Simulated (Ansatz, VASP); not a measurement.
## One calculation of Mg, two programs

The input INCAR:

```
SYSTEM = Mg
PREC = Accurate
ENCUT = 520
EDIFF = 1E-8
ISMEAR = -1
SIGMA = 0.05
LREAL = .False.
LASPH = .True.
NELM = 80
ALGO = Normal
ISIF = 2
LWAVE = .False.
LCHARG = .False.
GGA = PS
LEFG = .True.
NBANDS = 7
```

File KPOINTS:

```
regular mesh
0
Gamma
  16 16 16
  0 0 0
```

File POSCAR:

```
Mg
1.0
   -1.4617350000      1.4617350000      1.4765000000
    1.4617350000     -1.4617350000      1.4765000000
    1.4617350000      1.4617350000     -1.4765000000
Mg
1
Direct
    0.0000000000      0.0000000000      0.0000000000
```

Input for Ansatz:

```yaml
crystal:
  lattice:
    - [-1.461735, 1.461735, 1.4765]
    - [1.461735, -1.461735, 1.4765]
    - [1.461735, 1.461735, -1.4765]
  atoms:
    - { symbol: Mg, position: [0.0, 0.0, 0.0] }
kpoints:
  mp_grid: { grid: [16, 16, 16] }
scf:
  occupations: { method: fermi_dirac, width: 0.05 }
hamiltonian:
  xc: pbesol
  pseudopotentials: { kind: all_electron, datasets: crystal }
output:
  forces: true
  stress: true
  eigenvalues: true
  efg: { contact_densities: true }
```

Change from the starting cell: equal xx and yy strain of -1 %, crystal datasets.

Alike in both runs: task electric field gradients; functional PBEsol; k mesh 16 × 16 × 16; occupations fermi-dirac, width 0.05 eV; no spin polarisation.

|  | VASP | Ansatz |
| --- | --- | --- |
| version | VASP 6.6.1 | Ansatz 0.2.0 |
| potentials or method | VASP PAW PBE potentials, release 64 (Mg), cutoff 520 eV | all-electron PAW with datasets made for the crystal, scalar-relativistic |

VASP gave:

| Quantity | Value |
| --- | --- |
| pressure (GPa) | 66.2 |
| traceless stress, the component that is largest in VASP (GPa) | -0.55 |
| size of Vzz on the site where it differs most (V/Å²) | 0.6 |

What did Ansatz give for the same quantities?

Pressure (GPa): 64.7; traceless stress, the component that is largest in VASP (GPa): -0.54; size of Vzz on the site where it differs most (V/Å²): 0.7.

VASP's potentials were made for PBE, not for PBEsol. Both programs put the cell under a high pressure, so it lies far from rest at this level. Ansatz ran all-electron here, and VASP with PAW potentials.

Noted on VASP's run: the cell as given lies far from equilibrium.
